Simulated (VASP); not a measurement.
# GaN (P6_3mc) in VASP: further runs, part 2 of 2

VASP 6.6.1.

## 4. Single point, r2SCAN

This run uses another cell than the first one, of 11.37 Å³/atom, 1.031 times its volume.

Contents of POSCAR:

```
GaN
1.0
    3.1830984258      0.0000000000      0.0000000000
   -1.5915492129      2.7566440995      0.0000000000
    0.0000000000      0.0000000000      5.1835962158
Ga N
2 2
Direct
    0.3333333333      0.6666666667     -0.0008898964
    0.6666666667      0.3333333333      0.4991101036
    0.3333333333      0.6666666667      0.3758898964
    0.6666666667      0.3333333333      0.8758898964
```

Contents of INCAR.step1:

```
SYSTEM = GaN
PREC = Accurate ; ENCUT = 520
ISMEAR = 0 ; SIGMA = 0.02
LREAL = .FALSE. ; LASPH = .TRUE.
NELM = 60 ; NBANDS = 26
GGA = PE ; ALGO = Normal
EDIFF = 1E-4 ; LWAVE = .TRUE.
LCHARG = .FALSE.
```

Contents of INCAR.step2:

```
SYSTEM = GaN
PREC = Accurate ; ENCUT = 520
EDIFF = 1E-7 ; ISMEAR = 0
SIGMA = 0.02 ; LREAL = .FALSE.
LASPH = .TRUE. ; NELM = 60
ALGO = Normal ; ISIF = 2
LWAVE = .FALSE. ; LCHARG = .FALSE.
METAGGA = R2SCAN ; LMIXTAU = .TRUE.
NBANDS = 26 ; ISTART = 1
```

Contents of KPOINTS:

```
regular mesh
0
G
  12 12 6
  0 0 0
```

Potentials or basis: VASP PAW PBE potentials, release 64 (Ga_d, N).

Launch:

```bash
cat potpaw_PBE.64/Ga_d/POTCAR potpaw_PBE.64/N/POTCAR > POTCAR
cp INCAR.step1 INCAR
mpirun -np 1 vasp_std > vasp.out
cp INCAR.step2 INCAR
mpirun -np 1 vasp_std > vasp.out
```

OUTCAR:

```text
SYSTEM = GaN
   PREC = Accurate
   ENCUT = 520
   EDIFF = 1E-7
   ISMEAR = 0
   LREAL = .FALSE.
   LASPH = .TRUE.
   NELM = 60
   ISIF = 2
   METAGGA = R2SCAN
   ISTART = 1

 ion  position               nearest neighbor table
   1  0.333  0.667  0.999-   4 1.95   4 1.95   4 1.95   3 1.95
   2  0.667  0.333  0.499-   3 1.95   3 1.95   3 1.95   4 1.95
   3  0.333  0.667  0.376-   2 1.95   2 1.95   2 1.95   1 1.95
   4  0.667  0.333  0.876-   1 1.95   1 1.95   1 1.95   2 1.95

  LATTYP: Found a hexagonal cell.
 ALAT       =     3.1830984258
 C/A-ratio  =     1.6284750022

  Lattice vectors:

 A1 = (   3.1830984258,   0.0000000000,   0.0000000000)
 A2 = (  -1.5915492129,   2.7566440995,   0.0000000000)
 A3 = (   0.0000000000,   0.0000000000,   5.1835962158)

Analysis of symmetry for initial positions (statically):
=====================================================================
 Subroutine PRICEL returns:
 Original cell was already a primitive cell.

 Routine SETGRP: Setting up the symmetry group for a
 hexagonal supercell.

 Subroutine GETGRP returns: Found 12 space group operations
 (whereof  6 operations were pure point group operations)
 out of a pool of 24 trial point group operations.

The static configuration has the point symmetry C_3v.
 The point group associated with its full space group is C_6v.

Analysis of symmetry for dynamics (positions and initial velocities):
=====================================================================
 Subroutine PRICEL returns:
 Original cell was already a primitive cell.

 Routine SETGRP: Setting up the symmetry group for a
 hexagonal supercell.

 Subroutine GETGRP returns: Found 12 space group operations
 (whereof  6 operations were pure point group operations)
 out of a pool of 24 trial point group operations.

The dynamic configuration has the point symmetry C_3v.
 The point group associated with its full space group is C_6v.

 Subroutine INISYM returns: Found 12 space group operations
 (whereof  6 operations are pure point group operations),
[... 120 lines left out ...]
     AMIX_MAG =   1.60;   BMIX_MAG =  1.00
  volume/ion in A,a.u.               =      11.37        76.74
  Fermi-wavevector in a.u.,A,eV,Ry     =   1.514334  2.861676 31.200984  2.293208
  Thomas-Fermi vector in A             =   2.624005
   LORBIT       =      0    0 simple, 1 ext, 2 COOP (PROOUT), +10 PAW based schemes
   METAGGA = R2SCAN    functional components
   LHFCALC =     F    Hartree Fock is set to
   AEXX    =    0.0000 exact exchange contribution
   IVDW    =     0    specifies the selected vdW correction
   LEPSILON=     F    determine dielectric tensor
   LRPA    =     F    only Hartree local field effects (RPA)
 non-spin polarized calculation
 Gauss-broadening in eV      SIGMA  =   0.02
  energy-cutoff  :      520.00
  volume of cell :       45.48
 maximum number of plane-waves:      1248
 NGX is ok and might be reduce to    24
   NGX = 11   NGY = 11   NGZ = 19

 number of electron      35.9999993 magnetization

 Free energy of the ion-electron system (eV)
  ---------------------------------------------------
  ext. energy  EPLUGINS =         0.00000000
  ---------------------------------------------------
  free energy    TOTEN  =       -43.82088152 eV

  energy without entropy =      -43.82088152  energy(sigma->0) =      -43.82088152

 E-fermi :   5.2720     XC(G=0): -12.6638

 val. band max:        5.1016344822   @ k =   0.0000   0.0000   0.0000
 cond. band min:       7.4454257097   @ k =   0.0000   0.0000   0.0000
 fundamental gap:      2.3437912275
 Fermi energy:         5.2719603962

 k-point     1 :       0.0000    0.0000    0.0000
  band No.  band energies     occupation
      1     -11.7108      2.00000
      2     -10.7043      2.00000
      3      -8.7270      2.00000
      4      -8.7111      2.00000
      5      -8.7111      2.00000
      6      -8.6426      2.00000
[... 685 lines left out ...]
     25      17.2387      0.00000
     26      19.0314      0.00000

 [... further k-points ...]

------------------------ aborting loop because EDIFF is reached ----------------------------------------

  FORCE on cell =-STRESS in cart. coord.  units (eV):
  Direction    XX          YY          ZZ          XY          YZ          ZX
  --------------------------------------------------------------------------------------
  -------------------------------------------------------------------------------------
  Total        0.3223340      0.3223340      0.2860935      0.0000000      0.0000000      0.0000000
  in kB       11.3541530     11.3541530     10.0775879      0.0000000      0.0000000      0.0000000
  external PRESSURE =      10.9286313 kB  Pullay stress =       0.0000000 kB

 VOLUME and BASIS-vectors are now :
 -----------------------------------------------------------------------------
  energy-cutoff  :      520.00
  volume of cell :       45.48
      direct lattice vectors                 reciprocal lattice vectors
     3.183098426  0.000000000  0.000000000     0.314159308  0.181379961  0.000000000
    -1.591549213  2.756644099  0.000000000     0.000000000  0.362759923  0.000000000
     0.000000000  0.000000000  5.183596216     0.000000000  0.000000000  0.192916261

 POSITION                                       TOTAL-FORCE (eV/Angst)
 -----------------------------------------------------------------------------------
     -0.00000      1.83776      5.17898         0.000000      0.000000      0.005325
      1.59155      0.91888      2.58719        -0.000000     -0.000000      0.005325
     -0.00000      1.83776      1.94846        -0.000000      0.000000     -0.005325
      1.59155      0.91888      4.54026        -0.000000      0.000000     -0.005325
 -----------------------------------------------------------------------------------
    total drift:                                0.000002      0.000004      0.034480

  FREE ENERGIE OF THE ION-ELECTRON SYSTEM (eV)
  ---------------------------------------------------
  free  energy   TOTEN  =       -43.8208815177 eV

  energy  without entropy=      -43.8208815177  energy(sigma->0) =      -43.82088152
```

OSZICAR.step1:

```text
N       E                     dE             d eps       ncg     rms          rms(c)
DAV:   1     0.282543314582E+03    0.28254E+03   -0.17652E+04  4344   0.259E+03
DAV:   2     0.827170737714E+01   -0.27427E+03   -0.25903E+03  4280   0.492E+02
DAV:   3    -0.271076477145E+02   -0.35379E+02   -0.34885E+02  4712   0.143E+02
DAV:   4    -0.283034001858E+02   -0.11958E+01   -0.11901E+01  4710   0.284E+01
DAV:   5    -0.283289667331E+02   -0.25567E-01   -0.25546E-01  4916   0.396E+00    0.110E+01
DAV:   6    -0.242172482311E+02    0.41117E+01   -0.10046E+01  6562   0.492E+01    0.307E+00
DAV:   7    -0.243152988494E+02   -0.98051E-01   -0.14221E+00  4162   0.902E+00    0.271E+00
DAV:   8    -0.243107308911E+02    0.45680E-02   -0.14440E-01  6456   0.510E+00    0.787E-01
DAV:   9    -0.242966751393E+02    0.14056E-01   -0.47251E-02  6424   0.369E+00    0.343E-01
DAV:  10    -0.242972430411E+02   -0.56790E-03   -0.41269E-03  4160   0.416E-01    0.694E-02
DAV:  11    -0.242971986537E+02    0.44387E-04   -0.41268E-04  4810   0.382E-01
   1 F= -.24297199E+02 E0= -.24297199E+02  d E =-.154932E-21
```

Wall time 1.8 min (1 thread of Intel Xeon 6975P-C (Granite Rapids), shared host); peak memory 0.22 GiB.

What came out:

| Quantity | Value |
| --- | --- |
| Free energy | -43.8209 eV |
| Pressure | 1.1 GPa |
| Largest force | 0.005 eV/Å |
| Band gap on the k mesh | 2.34 eV, direct |

Forces on the atoms (eV/Å):
```
Ga   0.000  0.000  0.005
Ga   0.000  0.000  0.005
N    0.000  0.000 -0.005
N    0.000  0.000 -0.005
```

Caveat: the PAW data sets were made with another functional, which shifts forces and pressure a little.

## 5. How close it comes

Step 3. Against the measured gap of GaN, 3.503 eV (direct; quoted in “Studying electronic properties in GaN without electrical contacts using γ-γ vs e−-γ Perturbed Angular Correlations”, 2019, pmc:6823545), the calculated 2.34 eV is off by -1.16 eV. Spin-orbit coupling on Ga is left out. The value is that of r2SCAN, without temperature or zero-point motion.

Step 4. Measured gap of GaN: 3.503 eV (direct; quoted in “Studying electronic properties in GaN without electrical contacts using γ-γ vs e−-γ Perturbed Angular Correlations”, 2019, pmc:6823545). This calculation gives 2.34 eV (-1.16 eV). Spin-orbit coupling on Ga is left out. The value is that of r2SCAN, without temperature or zero-point motion.
